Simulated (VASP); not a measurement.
# Hf (Im-3m) in VASP: a series of runs, part 2 of 2

VASP 6.6.1. Earlier steps stand in the parts before.

## (3) Single point, LDA (volume scaled by 1.025)

File INCAR:

```
ALGO     = Normal         # electronic algorithm
EDIFF    = 1E-7           # SCF threshold, eV
ENCUT    = 520            # plane-wave cutoff, eV
GGA      = CA             # functional
ISIF     = 2              # what is computed and relaxed
ISMEAR   = -1             # smearing method
LASPH    = True           # aspherical terms in the spheres
LCHARG   = False          # write CHGCAR
LREAL    = False          # projectors in reciprocal space
LWAVE    = False          # write WAVECAR
NBANDS   = 11             # bands
NELM     = 60             # most SCF steps
PREC     = Accurate       # precision mode
SIGMA    = 0.05           # smearing width, eV
```

File KPOINTS:

```
k-points
0
Gamma
  14 14 14
```

File POSCAR:

```
Hf
1.0
   -1.7821001299      1.7821001299      1.7821001299
    1.7821001299     -1.7821001299      1.7821001299
    1.7821001299      1.7821001299     -1.7821001299
Hf
1
Direct
    0.0000000000      0.0000000000      0.0000000000
```

Potentials or basis: VASP PAW LDA potentials, release 64 (Hf_pv).

On the command line:

```sh
cat potpaw_LDA.64/Hf_pv/POTCAR > POTCAR
mpirun -np 1 vasp_std > vasp.out
```

OUTCAR:

```text
EDIFF = 1E-7
   ENCUT = 520
   GGA = CA
   ISIF = 2
   ISMEAR = -1
   LASPH = True
   LREAL = False
   NELM = 60
   PREC = Accurate

 ion  position               nearest neighbor table
   1  0.000  0.000  0.000-

  LATTYP: Found a body centered cubic cell.
 ALAT       =     3.5642002598

  Lattice vectors:

 A1 = (  -1.7821001299,   1.7821001299,   1.7821001299)
 A2 = (   1.7821001299,  -1.7821001299,   1.7821001299)
 A3 = (   1.7821001299,   1.7821001299,  -1.7821001299)

Analysis of symmetry for initial positions (statically):
=====================================================================
 Subroutine PRICEL returns:
 Original cell was already a primitive cell.

 Routine SETGRP: Setting up the symmetry group for a
 body centered cubic supercell.

 Subroutine GETGRP returns: Found 48 space group operations
 (whereof 48 operations were pure point group operations)
 out of a pool of 48 trial point group operations.

The static configuration has the point symmetry O_h .

Analysis of symmetry for dynamics (positions and initial velocities):
=====================================================================
 Subroutine PRICEL returns:
 Original cell was already a primitive cell.

 Routine SETGRP: Setting up the symmetry group for a
 body centered cubic supercell.

 Subroutine GETGRP returns: Found 48 space group operations
 (whereof 48 operations were pure point group operations)
 out of a pool of 48 trial point group operations.

The dynamic configuration has the point symmetry O_h .

 Subroutine INISYM returns: Found 48 space group operations
 (whereof 48 operations are pure point group operations),
 and found     1 'primitive' translations

----------------------------------------------------------------------------------------

                                     Primitive cell
[... 106 lines left out ...]
   IALGO  =     38    algorithm
   IMIX   =      4    mixing-type and parameters
     AMIX     =   0.40;   BMIX     =  1.00
     AMIX_MAG =   1.60;   BMIX_MAG =  1.00
  volume/ion in A,a.u.               =      22.64       152.78
  Fermi-wavevector in a.u.,A,eV,Ry     =   1.246779  2.356070 21.149676  1.554457
  Thomas-Fermi vector in A             =   2.380941
   LORBIT       =      0    0 simple, 1 ext, 2 COOP (PROOUT), +10 PAW based schemes
   GGA     = CA    functional components
   LHFCALC =     F    Hartree Fock is set to
   AEXX    =    0.0000 exact exchange contribution
   IVDW    =     0    specifies the selected vdW correction
   LEPSILON=     F    determine dielectric tensor
   LRPA    =     F    only Hartree local field effects (RPA)
 non-spin polarized calculation
  energy-cutoff  :      520.00
  volume of cell :       22.64
 maximum number of plane-waves:       627
   NGX = 11   NGY = 11   NGZ = 11

 number of electron      10.0000002 magnetization

 Free energy of the ion-electron system (eV)
  ---------------------------------------------------
  ext. energy  EPLUGINS =         0.00000000
  ---------------------------------------------------
  free energy    TOTEN  =       -10.48350279 eV

  energy without entropy =      -10.46707218  energy(sigma->0) =      -10.47528748

 E-fermi :   4.3503     XC(G=0): -11.4153

 val. band max:        4.3449783069   @ k =  -0.4286  -0.4286   0.0714
 cond. band min:       4.3526238056   @ k =   0.1429   0.1429   0.0714
 fundamental gap:      0.0076454987
 Fermi energy:         4.3503341004

 k-point     1 :       0.0000    0.0000    0.0000
  band No.  band energies     occupation
      1     -25.3475      2.00000
      2     -25.3475      2.00000
      3     -25.3475      2.00000
      4      -2.5681      2.00000
      5       5.7998      0.00000
      6       5.7998      0.00000
      7       5.7998      0.00000
      8       8.5575      0.00000
      9       8.5575      0.00000
     10      16.6413      0.00000
     11      17.6809      0.00000
[... 309 lines left out ...]
 k-point    24 :       0.3571    0.2857   -0.0000
  band No.  band energies     occupation
      1     -25.9631      2.00000
      2     -25.8401      2.00000
      3     -25.4476      2.00000
      4       2.6952      2.00000
      5       3.7726      1.99998
      6       4.0764      1.99168
      7       8.6933      0.00000
      8       9.1847      0.00000
      9      11.7033      0.00000
     10      14.2122      0.00000
     11      15.6415      0.00000

 [... further k-points ...]
[... 5 lines left out ...]
  --------------------------------------------------------------------------------------
  -------------------------------------------------------------------------------------
  Total       -1.3992259     -1.3992259     -1.3992259      0.0000000      0.0000000      0.0000000
  in kB      -99.0243788    -99.0243788    -99.0243788      0.0000000      0.0000000      0.0000000
  external PRESSURE =     -99.0243788 kB  Pullay stress =       0.0000000 kB

 VOLUME and BASIS-vectors are now :
 -----------------------------------------------------------------------------
  energy-cutoff  :      520.00
  volume of cell :       22.64
      direct lattice vectors                 reciprocal lattice vectors
    -1.782100130  1.782100130  1.782100130     0.000000000  0.280567849  0.280567849
     1.782100130 -1.782100130  1.782100130     0.280567849  0.000000000  0.280567849
     1.782100130  1.782100130 -1.782100130     0.280567849  0.280567849  0.000000000

 POSITION                                       TOTAL-FORCE (eV/Angst)
 -----------------------------------------------------------------------------------
      0.00000      0.00000      0.00000         0.000000      0.000000     -0.000000
 -----------------------------------------------------------------------------------
    total drift:                                0.000000      0.000000      0.000000

  FREE ENERGIE OF THE ION-ELECTRON SYSTEM (eV)
  ---------------------------------------------------
  free  energy   TOTEN  =       -10.4835027894 eV

  energy  without entropy=      -10.4670721756  energy(sigma->0) =      -10.47528748
```

stdout:

```text
POSCAR found type information on POSCAR Hf
 POSCAR found :  1 types and       1 ions
 scaLAPACK will be used
 LDA part: xc-table for (Slater(with rela. corr.)+CA(PZ))
 , standard interpolation
 POSCAR, INCAR and KPOINTS ok, starting setup
 FFT: planning ... GRIDC
 FFT: planning ... GRID_SOFT
 FFT: planning ... GRID
 WAVECAR not read
 entering main loop
```

Wall time 18 s (1 thread of Intel Xeon 8259CL, shared host); peak memory 0.15 GiB.

What came out:

```
Free energy            : -10.4835 eV
Pressure               : -9.9 GPa
Band gap on the k mesh : zero (band 5 reaches 5.80 eV, above the bottom of band 6 at 3.63 eV)
```

Levels at points of the mesh, in eV from the Fermi level:
```csv
k point,band 2,band 3,band 4,band 5,band 6,band 7,band 8,band 9
"(0.00, 0.00, 0.00)",-29.70,-29.70,-6.92,1.45,1.45,1.45,4.21,4.21
"(0.50, 0.00, 0.00)",-29.96,-29.70,-3.32,-0.51,1.19,4.02,5.00,7.44
"(0.50, 0.50, 0.50)",-30.26,-30.26,-2.51,-2.51,6.63,6.63,6.63,7.23
```

Caveat: spin-orbit coupling is left out, which moves the levels of the heavy elements.

## (4) Single point, LDA (volume scaled by 1.05)

File INCAR:

```
SYSTEM = Hf
PREC = Accurate
ENCUT = 520
EDIFF = 1E-6
ISMEAR = -1
SIGMA = 0.05
LREAL = .FALSE.
LASPH = .TRUE.
NELM = 100
ALGO = Normal
ISIF = 2
LWAVE = .FALSE.
LCHARG = .FALSE.
NBANDS = 11
```

File KPOINTS:

```
Automatic mesh
0
G
  14 14 14
  0 0 0
```

File POSCAR:

```
Hf
1.0
   -1.7964725258      1.7964725258      1.7964725258
    1.7964725258     -1.7964725258      1.7964725258
    1.7964725258      1.7964725258     -1.7964725258
Hf
1
Direct
    0.0000000000      0.0000000000      0.0000000000
```

On the command line:

```sh
cat potpaw_LDA.64/Hf_pv/POTCAR > POTCAR
mpirun -np 1 vasp_std > vasp.out
```

Run time: 22 s. Hardware: 1 thread of Intel Xeon 8259CL, shared host; peak memory 0.14 GiB.

The run converged. Its results:

```yaml
Free_energy: -10.4463 eV
Pressure: -11.7 GPa
Band_gap_on_the_k_mesh: zero (band 5 reaches 5.62 eV, above the bottom of band 6 at 3.49 eV)
```

Levels at points of the mesh, in eV from the Fermi level:
```csv
k point,band 3,band 4,band 5,band 6,band 7,band 8
"(0.00, 0.00, 0.00)",-29.80,-6.85,1.42,1.42,1.42,4.11
"(0.50, 0.00, 0.00)",-29.80,-3.25,-0.48,1.09,3.91,4.87
"(0.50, 0.50, 0.50)",-30.32,-2.41,-2.41,6.44,6.44,6.44
```

Caveat: spin-orbit coupling is left out, which moves the levels of the heavy elements.

## (5) The runs side by side

| cell | gap on the mesh (eV) | pressure (GPa) |
| --- | --- | --- |
| a = 3.036 Å, angles 109.5°, 1 atom | none | -5.5 |
| a = 3.087 Å, angles 109.5°, 1 atom | none | -9.9 |
| a = 3.112 Å, angles 109.5°, 1 atom | none | -11.7 |

Alike in all rows: task single point; level LDA; potentials or basis VASP PAW LDA potentials, release 64 (Hf_pv); no spin polarisation; k mesh 14 × 14 × 14; cutoff (eV) 520; smearing fermi-dirac 0.05 eV.

Caveats: spin-orbit coupling is left out, which moves the levels of the heavy elements.

Total energies depend on the potentials used, so only differences within one code and one set of settings carry meaning.
